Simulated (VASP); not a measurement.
# Si4W (Ccce) in VASP: a series of runs

Runs on Si4W. Level: PBE. Tasks: single point, relaxation of shape and atoms at fixed volume.

All numbers are computed with VASP 6.6.1; they aren't measurements. Logs are shortened: lines on timing, memory, paths and dates and some standing lists are left out, and cuts for length are marked.

## Step 1: The cell of the first run

Symmetry: Ccce, No. 68, orthorhombic system. The conventional cell has a = 6.411 Å, b = 8.018 Å, c = 6.367 Å, α = 90.00°, β = 90.00°, γ = 90.00°. Within 3.3 Å of Si (site symmetry 1) lie 6 Si at 2.50 to 3.02 Å and 3 W at 2.65 to 3.27 Å. Within 3.5 Å of W (site symmetry 222) lie 12 Si at 2.65 to 3.27 Å.

## Step 2: Single point, PBE (16.36 Å³/atom)

The input, INCAR:

```
SYSTEM = Si4W
ALGO = Normal ; EDIFF = 1E-6
ENCUT = 520 ; GGA = PE
ISIF = 2 ; ISMEAR = 0
LASPH = .True. ; LCHARG = .True.
LELF = .True. ; LREAL = .False.
LVHAR = .True. ; LWAVE = .False.
NBANDS = 41 ; NELM = 100
PREC = Accurate ; SIGMA = 0.1
```

The input, KPOINTS:

```
k-points
0
Gamma
  6 6 6
  0 0 0
```

The input, POSCAR:

```
Si4W
1.0
    3.2055889758     -4.0090285804      0.0000000000
    3.2055889758      4.0090285804      0.0000000000
    0.0000000000      0.0000000000      6.3670063119
Si W
8 2
Direct
    0.5130822523      0.7601565151      0.1399607126
    0.4869177477      0.2398434849      0.1399607126
    0.2398434849      0.4869177477      0.8600392874
    0.7601565151      0.5130822523      0.8600392874
    0.0130822523      0.2601565151      0.3600392874
    0.7398434849      0.9869177477      0.6399607126
    0.9869177477      0.7398434849      0.3600392874
    0.2601565151      0.0130822523      0.6399607126
    0.0000000000      0.0000000000      0.0000000000
    0.5000000000      0.5000000000      0.5000000000
```

Potentials or basis: VASP PAW PBE potentials, release 64 (Si, W_sv).

Started as:

```console
$ cat potpaw_PBE.64/Si/POTCAR potpaw_PBE.64/W_sv/POTCAR > POTCAR
$ mpirun -np 1 vasp_std > vasp.out
```

OUTCAR:

```text
SYSTEM = Si4W
   EDIFF = 1E-6
   ENCUT = 520
   GGA = PE
   ISIF = 2
   ISMEAR = 0
   LASPH = .True.
   LREAL = .False.
   NELM = 100
   PREC = Accurate

 ion  position               nearest neighbor table
   1  0.513  0.760  0.140-   2 2.50   3 2.50   2 2.64  10 2.65   4 2.66   9 2.68   7 2.83   7 3.02
                             9 3.27
   2  0.487  0.240  0.140-   1 2.50   4 2.50   1 2.64  10 2.65   3 2.66   9 2.68   5 2.83   5 3.02
                             9 3.27
   3  0.240  0.487  0.860-   4 2.50   1 2.50   4 2.64  10 2.65   2 2.66   9 2.68   8 2.83   8 3.02
                             9 3.27
   4  0.760  0.513  0.860-   3 2.50   2 2.50   3 2.64  10 2.65   1 2.66   9 2.68   6 2.83   6 3.02
                             9 3.27
   5  0.013  0.260  0.360-   7 2.50   6 2.50   7 2.64   9 2.65   8 2.66  10 2.68   2 2.83   2 3.02
                            10 3.27
   6  0.740  0.987  0.640-   8 2.50   5 2.50   8 2.64   9 2.65   7 2.66  10 2.68   4 2.83   4 3.02
                            10 3.27
   7  0.987  0.740  0.360-   5 2.50   8 2.50   5 2.64   9 2.65   6 2.66  10 2.68   1 2.83   1 3.02
                            10 3.27
   8  0.260  0.013  0.640-   6 2.50   7 2.50   6 2.64   9 2.65   5 2.66  10 2.68   3 2.83   3 3.02
                            10 3.27
   9  0.000  0.000  0.000-   5 2.65   6 2.65   7 2.65   8 2.65   1 2.68   2 2.68   3 2.68   4 2.68
                             1 3.27   4 3.27   3 3.27   2 3.27
  10  0.500  0.500  0.500-   1 2.65   2 2.65   3 2.65   4 2.65   5 2.68   6 2.68   7 2.68   8 2.68
                             5 3.27   8 3.27   6 3.27   7 3.27

  LATTYP: Found a base centered orthorhombic cell.
 ALAT       =     6.4111779516
 B/A-ratio  =     1.2506371249
 C/A-ratio  =     0.9931102147

  Lattice vectors:

 A1 = (   3.2055889758,  -4.0090285804,   0.0000000000)
 A2 = (   3.2055889758,   4.0090285804,   0.0000000000)
 A3 = (   0.0000000000,   0.0000000000,   6.3670063119)

Analysis of symmetry for initial positions (statically):
=====================================================================
 Subroutine PRICEL returns:
 Original cell was already a primitive cell.

 Routine SETGRP: Setting up the symmetry group for a
 base centered orthorhombic supercell.

 Subroutine GETGRP returns: Found  8 space group operations
 (whereof  4 operations were pure point group operations)
 out of a pool of  8 trial point group operations.

The static configuration has the point symmetry D_2 .
 The point group associated with its full space group is D_2h.

Analysis of symmetry for dynamics (positions and initial velocities):
=====================================================================
[... 140 lines left out ...]
   EMIN   =  10.00;   EMAX   =-10.00  energy-range for DOS
   EFERMI =   0.00;   METHOD = LEGACY
   ISMEAR =     0;   SIGMA  =   0.10  broadening in eV -4-tet -1-fermi 0-gaus
   EFERMI_NEDOS =   21; number of points for ismear=-14 and -15
   IALGO  =     38    algorithm
   IMIX   =      4    mixing-type and parameters
     AMIX     =   0.40;   BMIX     =  1.00
     AMIX_MAG =   1.60;   BMIX_MAG =  1.00
  volume/ion in A,a.u.               =      16.36       110.44
  Fermi-wavevector in a.u.,A,eV,Ry     =   1.171713  2.214216 18.679585  1.372911
  Thomas-Fermi vector in A             =   2.308152
   LORBIT       =      0    0 simple, 1 ext, 2 COOP (PROOUT), +10 PAW based schemes
   GGA     = PE    functional components
   LHFCALC =     F    Hartree Fock is set to
   AEXX    =    0.0000 exact exchange contribution
   IVDW    =     0    specifies the selected vdW correction
   LEPSILON=     F    determine dielectric tensor
   LRPA    =     F    only Hartree local field effects (RPA)
 non-spin polarized calculation
 Gauss-broadening in eV      SIGMA  =   0.10
  energy-cutoff  :      520.00
  volume of cell :      163.65
 maximum number of plane-waves:      4436
 NGX is ok and might be reduce to    40
   NGX = 19   NGY = 19   NGZ = 23

 number of electron      59.9999993 magnetization

 Free energy of the ion-electron system (eV)
  ---------------------------------------------------
  ext. energy  EPLUGINS =         0.00000000
  ---------------------------------------------------
  free energy    TOTEN  =       -68.04879467 eV

  energy without entropy =      -68.03350619  energy(sigma->0) =      -68.04115043

 E-fermi :   8.6353     XC(G=0): -11.1598

 val. band max:        8.6224988559   @ k =   0.5000   0.5000   0.3333
 cond. band min:       8.6629243154   @ k =  -0.1667   0.1667   0.0000
 fundamental gap:      0.0404254595
 Fermi energy:         8.6352601906

 k-point     1 :       0.0000    0.0000    0.0000
  band No.  band energies     occupation
      1     -65.2055      2.00000
      2     -65.2054      2.00000
      3     -29.5014      2.00000
      4     -29.5014      2.00000
      5     -29.3754      2.00000
      6     -29.3705      2.00000
[... 1045 lines left out ...]
     40      12.3309      0.00000
     41      12.6606      0.00000

 [... further k-points ...]

------------------------ aborting loop because EDIFF is reached ----------------------------------------

  FORCE on cell =-STRESS in cart. coord.  units (eV):
  Direction    XX          YY          ZZ          XY          YZ          ZX
  --------------------------------------------------------------------------------------
  -------------------------------------------------------------------------------------
  Total      -10.4563808    -10.4643677    -10.4295574      0.0000000      0.0000000      0.0000000
  in kB     -102.3716516   -102.4498457   -102.1090407      0.0000000      0.0000000      0.0000000
  external PRESSURE =    -102.3101793 kB  Pullay stress =       0.0000000 kB

 VOLUME and BASIS-vectors are now :
 -----------------------------------------------------------------------------
  energy-cutoff  :      520.00
  volume of cell :      163.65
      direct lattice vectors                 reciprocal lattice vectors
     3.205588976 -4.009028580  0.000000000     0.155977577 -0.124718492  0.000000000
     3.205588976  4.009028580  0.000000000     0.155977577  0.124718492  0.000000000
     0.000000000  0.000000000  6.367006312     0.000000000  0.000000000  0.157059684

 POSITION                                       TOTAL-FORCE (eV/Angst)
 -----------------------------------------------------------------------------------
      4.08148      0.99053      0.89113         0.002736      0.006781     -0.006685
      2.32970     -0.99053      0.89113        -0.002736     -0.006781     -0.006685
      2.32970      0.99053      5.47588        -0.002736      0.006781      0.006685
      4.08148     -0.99053      5.47588         0.002736     -0.006781      0.006685
      0.87589      0.99053      2.29237         0.002736      0.006781      0.006685
      5.53529      0.99053      4.07463        -0.002736      0.006781     -0.006685
      5.53529     -0.99053      2.29237        -0.002736     -0.006781      0.006685
      0.87589     -0.99053      4.07463         0.002736     -0.006781     -0.006685
      0.00000      0.00000      0.00000         0.000000     -0.000000      0.000000
      3.20559      0.00000      3.18350         0.000000      0.000000      0.000000
 -----------------------------------------------------------------------------------
    total drift:                                0.000000      0.000000     -0.000000

  FREE ENERGIE OF THE ION-ELECTRON SYSTEM (eV)
  ---------------------------------------------------
  free  energy   TOTEN  =       -68.0487946696 eV

  energy  without entropy=      -68.0335061925  energy(sigma->0) =      -68.04115043
```

OSZICAR:

```text
N       E                     dE             d eps       ncg     rms          rms(c)
DAV:   1     0.392967355767E+03    0.39297E+03   -0.28154E+04  4672   0.137E+03
DAV:   2    -0.453981621242E+02   -0.43837E+03   -0.41907E+03  4770   0.336E+02
DAV:   3    -0.699770162263E+02   -0.24579E+02   -0.23823E+02  5562   0.703E+01
DAV:   4    -0.705208113125E+02   -0.54380E+00   -0.54041E+00  5304   0.103E+01
DAV:   5    -0.705305857939E+02   -0.97745E-02   -0.97662E-02  5430   0.152E+00    0.269E+01
DAV:   6    -0.687687752653E+02    0.17618E+01   -0.16904E+01  5237   0.175E+01    0.793E+00
DAV:   7    -0.682720657941E+02    0.49671E+00   -0.60823E+00  5006   0.983E+00    0.752E+00
DAV:   8    -0.680503319660E+02    0.22173E+00   -0.71798E-01  5074   0.436E+00    0.103E+00
DAV:   9    -0.680500413769E+02    0.29059E-03   -0.77259E-02  5584   0.109E+00    0.592E-01
DAV:  10    -0.680489675389E+02    0.10738E-02   -0.83064E-03  5364   0.466E-01    0.182E-01
DAV:  11    -0.680488245833E+02    0.14296E-03   -0.16225E-03  5239   0.193E-01    0.924E-02
DAV:  12    -0.680487987786E+02    0.25805E-04   -0.23391E-04  5276   0.767E-02    0.220E-02
DAV:  13    -0.680487950170E+02    0.37616E-05   -0.20654E-05  5181   0.249E-02    0.968E-03
DAV:  14    -0.680487946696E+02    0.34739E-06   -0.26530E-06  4293   0.758E-03
   1 F= -.68048795E+02 E0= -.68041150E+02  d E =-.152885E-01
```

It took 6.8 min on 1 thread of Intel Xeon Platinum 8259CL at 2.50GHz (Skylake/Cascade Lake), shared host; peak memory 0.42 GiB.

What came out:

```yaml
Free_energy: -68.0488 eV
Pressure: -10.2 GPa
Largest_force: 0.010 eV/Å
Band_gap_on_the_k_mesh: zero (bands 30 and 31 overlap by 0.79 eV)
```

Forces in eV/Å, atoms in the order of the input:
```
Si   0.003  0.007 -0.007
Si  -0.003 -0.007 -0.007
Si  -0.003  0.007  0.007
Si   0.003 -0.007  0.007
Si   0.003  0.007  0.007
Si  -0.003  0.007 -0.007
Si  -0.003 -0.007  0.007
Si   0.003 -0.007 -0.007
W    0.000  0.000  0.000
W    0.000  0.000  0.000
```

Levels at points of the mesh, in eV from the Fermi level:
| k point | band 28 | band 29 | band 30 | band 31 | band 32 | band 33 |
| --- | --- | --- | --- | --- | --- | --- |
| (0.00, 0.00, 0.00) | -0.97 | -0.57 | -0.56 | 0.06 | 0.82 | 1.49 |
| (0.50, 0.00, 0.00) | -1.24 | -0.26 | -0.26 | 0.42 | 0.42 | 1.96 |
| (0.50, 0.50, 0.00) | -0.35 | -0.32 | 0.06 | 0.71 | 0.98 | 1.43 |
| (0.00, 0.00, 0.50) | -1.52 | -1.18 | -1.18 | 0.28 | 0.28 | 1.85 |
| (0.50, 0.00, 0.50) | -1.57 | -0.23 | -0.23 | 1.17 | 1.17 | 1.59 |
| (0.50, 0.50, 0.50) | -0.97 | -0.60 | -0.60 | -0.20 | -0.20 | 2.46 |

Caveat: the cell stands under tension; spin-orbit coupling is left out, which moves the levels of the heavy elements.

## Step 3: Relaxation of shape and atoms at fixed volume, PBE (13.09 Å³/atom)

This run uses another cell than the first one, of 13.09 Å³/atom.

The input, INCAR:

```
ALGO = Normal ; EDIFF = 1E-7
EDIFFG = -0.01 ; ENCUT = 600
GGA = PE ; IBRION = 2
ISIF = 4 ; ISMEAR = 0
LASPH = T ; LCHARG = F
LREAL = F ; LWAVE = F
NELM = 60 ; NSW = 50
PREC = Accurate ; SIGMA = 0.1
```

The input, KPOINTS:

```
k-points
0
Gamma
  6 6 6
```

The input, POSCAR:

```
Si4W
1.0
    3.0685219452     -3.5325566522      0.0000000000
    3.0685219452      3.5325566522      0.0000000000
    0.0000000000      0.0000000000      6.0388450547
Si W
8 2
Direct
    0.4998118556      0.7614967890      0.1412889056
    0.5001881444      0.2385032110      0.1412889056
    0.2385032110      0.5001881444      0.8587110944
    0.7614967890      0.4998118556      0.8587110944
   -0.0001881444      0.2614967890      0.3587110944
    0.7385032110      1.0001881444      0.6412889056
    1.0001881444      0.7385032110      0.3587110944
    0.2614967890     -0.0001881444      0.6412889056
    0.0000000000      0.0000000000      0.0000000000
    0.5000000000      0.5000000000      0.5000000000
```

Potentials or basis: VASP PAW PBE potentials, release 64 (Si, W_sv).

Started as:

```console
$ cat potpaw_PBE.64/Si/POTCAR potpaw_PBE.64/W_sv/POTCAR > POTCAR
$ mpirun -np 1 vasp_std > vasp.out
```

OUTCAR:

```text
EDIFF = 1E-7
   EDIFFG = -0.01
   ENCUT = 600
   GGA = PE
   IBRION = 2
   ISIF = 4
   ISMEAR = 0
   LASPH = T
   LREAL = F
   NELM = 60
   NSW = 50
   PREC = Accurate

 ion  position               nearest neighbor table
   1  0.500  0.761  0.141-   2 2.23   3 2.34   2 2.45  10 2.49   4 2.52   9 2.59   7 2.67   7 2.70
                             9 2.86
   2  0.500  0.239  0.141-   1 2.23   4 2.34   1 2.45  10 2.49   3 2.52   9 2.59   5 2.67   5 2.70
                             9 2.86
   3  0.239  0.500  0.859-   4 2.23   1 2.34   4 2.45  10 2.49   2 2.52   9 2.59   8 2.67   8 2.70
                             9 2.86
   4  0.761  0.500  0.859-   3 2.23   2 2.34   3 2.45  10 2.49   1 2.52   9 2.59   6 2.67   6 2.70
                             9 2.86
   5  1.000  0.261  0.359-   7 2.23   6 2.34   7 2.45   9 2.49   8 2.52  10 2.59   2 2.67   2 2.70
                            10 2.86
   6  0.739  0.000  0.641-   8 2.23   5 2.34   8 2.45   9 2.49   7 2.52  10 2.59   4 2.67   4 2.70
                            10 2.86
[... 444 lines left out ...]
 E-fermi :  12.0968     XC(G=0): -12.1696

 val. band max:       12.0875077751   @ k =  -0.3333   0.1667   0.0000
 cond. band min:      12.1033317273   @ k =  -0.3333   0.3333   0.1667
 fundamental gap:      0.0158239522
 Fermi energy:        12.0967740962

 k-point     1 :       0.0000    0.0000    0.0000
  band No.  band energies     occupation
      1     -61.8786      2.00000
      2     -61.8784      2.00000
      3     -26.2722      2.00000
      4     -26.2695      2.00000
      5     -26.2366      2.00000
      6     -26.2238      2.00000
[... 925 lines left out ...]
     35      14.5440      0.00000
     36      14.7823      0.00000

 [... further k-points ...]

------------------------ aborting loop because EDIFF is reached ----------------------------------------

  FORCE on cell =-STRESS in cart. coord.  units (eV):
  Direction    XX          YY          ZZ          XY          YZ          ZX
  --------------------------------------------------------------------------------------
  -------------------------------------------------------------------------------------
  Total       19.3137627     19.3433953     19.3643367      0.0000000      0.0000000      0.0000000
  in kB      236.3606756    236.7233171    236.9795970      0.0000000      0.0000000      0.0000000
  external PRESSURE =     236.6878632 kB  Pullay stress =       0.0000000 kB
[... 25 lines left out ...]
  FREE ENERGIE OF THE ION-ELECTRON SYSTEM (eV)
  ---------------------------------------------------
  free  energy   TOTEN  =       -67.4080074361 eV

  energy  without entropy=      -67.3890063552  energy(sigma->0) =      -67.39850690

 reached required accuracy - stopping structural energy minimisation
```

OSZICAR:

```text
N       E                     dE             d eps       ncg     rms          rms(c)
DAV:   1     0.476280112962E+03    0.47628E+03   -0.31708E+04  4008   0.180E+03
DAV:   2    -0.367669084787E+02   -0.51305E+03   -0.50052E+03  4156   0.434E+02
[... 51 lines left out ...]
   5 F= -.67407915E+02 E0= -.67398413E+02  d E =-.123311E-02
       N       E                     dE             d eps       ncg     rms          rms(c)
DAV:   1    -0.674080981956E+02   -0.18279E-03   -0.79797E-03  3948   0.504E-01    0.596E-02
DAV:   2    -0.674080355479E+02    0.62648E-04   -0.36813E-04  4440   0.106E-01    0.283E-02
DAV:   3    -0.674080070726E+02    0.28475E-04   -0.84255E-05  4488   0.459E-02    0.575E-03
DAV:   4    -0.674080074604E+02   -0.38773E-06   -0.81766E-06  4448   0.131E-02    0.469E-03
DAV:   5    -0.674080074361E+02    0.24323E-07   -0.25807E-07  3468   0.261E-03
   6 F= -.67408007E+02 E0= -.67398507E+02  d E =-.920515E-04
```

CONTCAR:

```text
Si4W
   1.00000000000000
     3.0880936431718302   -3.4976417615325754    0.0000000000000000
     3.0880936431718302    3.4976417615325754    0.0000000000000000
     0.0000000000000000    0.0000000000000000    6.0604722704842544
  Si              W
     8     2
Direct
     0.4990343148850334    0.7614908041656475    0.1414505902149912
     0.5009656851149665    0.2385091958343523    0.1414505902149912
     0.2385091958343523    0.5009656851149665    0.8585494097850089
     0.7614908041656475    0.4990343148850334    0.8585494097850089
     0.9990343148850335    0.2614908041656477    0.3585494097850088
     0.7385091958343525    0.0009656851149665    0.6414505902149911
     0.0009656851149665    0.7385091958343525    0.3585494097850088
     0.2614908041656477    0.9990343148850335    0.6414505902149911
     0.0000000000000000    1.0000000000000000    1.0000000000000000
     0.5000000000000000    0.5000000000000000    0.5000000000000000

  0.00000000E+00  0.00000000E+00  0.00000000E+00
  0.00000000E+00  0.00000000E+00  0.00000000E+00
  0.00000000E+00  0.00000000E+00  0.00000000E+00
  0.00000000E+00  0.00000000E+00  0.00000000E+00
  0.00000000E+00  0.00000000E+00  0.00000000E+00
  0.00000000E+00  0.00000000E+00  0.00000000E+00
  0.00000000E+00  0.00000000E+00  0.00000000E+00
  0.00000000E+00  0.00000000E+00  0.00000000E+00
  0.00000000E+00  0.00000000E+00  0.00000000E+00
  0.00000000E+00  0.00000000E+00  0.00000000E+00
```

It took 9.2 min on 1 thread of Intel Xeon 6975P-C (Granite Rapids), shared host; peak memory 0.43 GiB.

What came out:

```
Free energy                  : -67.4080 eV
Energy gained by relaxing    : 0.9 meV/atom
Ionic steps                  : 6
Pressure after relaxing      : 23.7 GPa
Largest force after relaxing : 0.009 eV/Å
Band gap on the k mesh       : zero (bands 30 and 31 overlap by 0.80 eV)
```

Forces on the atoms (eV/Å):
```
Si  -0.008 -0.002 -0.003
Si   0.008  0.002 -0.003
Si   0.008 -0.002  0.003
Si  -0.008  0.002  0.003
Si  -0.008 -0.002  0.003
Si   0.008 -0.002 -0.003
Si   0.008  0.002  0.003
Si  -0.008  0.002 -0.003
W    0.000  0.000  0.000
W    0.000  0.000  0.000
```

The path:
| step | energy change (eV) | largest force (eV/Å) | pressure (GPa) | volume (Å³) |
| --- | --- | --- | --- | --- |
| 1 | 0.0000 | 0.0320 | 24.31 | 130.92 |
| 2 | -0.0071 | 0.0417 | 23.94 | 130.92 |
| 3 | -0.0078 | 0.0582 | 23.77 | 130.92 |
| 4 | -0.0083 | 0.0767 | 23.61 | 130.92 |
| 5 | -0.0091 | 0.0238 | 23.68 | 130.92 |
| 6 | -0.0092 | 0.0091 | 23.67 | 130.92 |

Final structure:
```xyz
10
Lattice="3.0881 -3.4976 0.0000 3.0881 3.4976 0.0000 0.0000 0.0000 6.0605" Properties=species:S:1:pos:R:3 pbc="T T T"
Si    3.8926    0.9180    0.8573
Si    2.2836   -0.9180    0.8573
Si    2.2836    0.9180    5.2032
Si    3.8926   -0.9180    5.2032
Si    3.8926   -2.5797    2.1730
Si    2.2836   -2.5797    3.8875
Si    2.2836    2.5797    2.1730
Si    3.8926    2.5797    3.8875
W     3.0881    3.4976    6.0605
W     3.0881    0.0000    3.0302
```

Levels at points of the mesh, in eV from the Fermi level:
| k point | band 27 | band 28 | band 29 | band 30 | band 31 | band 32 | band 33 | band 34 |
| --- | --- | --- | --- | --- | --- | --- | --- | --- |
| (0.00, 0.00, 0.00) | -2.86 | -1.89 | -0.85 | -0.73 | -0.62 | 1.32 | 1.73 | 1.79 |
| (0.50, 0.00, 0.00) | -2.20 | -2.20 | -0.51 | -0.51 | 0.64 | 0.64 | 2.06 | 2.06 |
| (0.50, 0.50, 0.00) | -1.34 | -1.19 | -0.92 | -0.11 | 0.02 | 0.81 | 1.73 | 1.94 |
| (0.00, 0.00, 0.50) | -2.08 | -2.08 | -1.41 | -1.41 | -0.45 | -0.45 | 1.40 | 1.40 |
| (0.50, 0.00, 0.50) | -2.69 | -2.69 | 0.12 | 0.12 | 1.29 | 1.29 | 1.77 | 1.77 |
| (0.50, 0.50, 0.50) | -1.98 | -1.98 | -0.60 | -0.60 | -0.52 | -0.52 | 2.39 | 2.39 |

Caveat: spin-orbit coupling is left out, which moves the levels of the heavy elements.
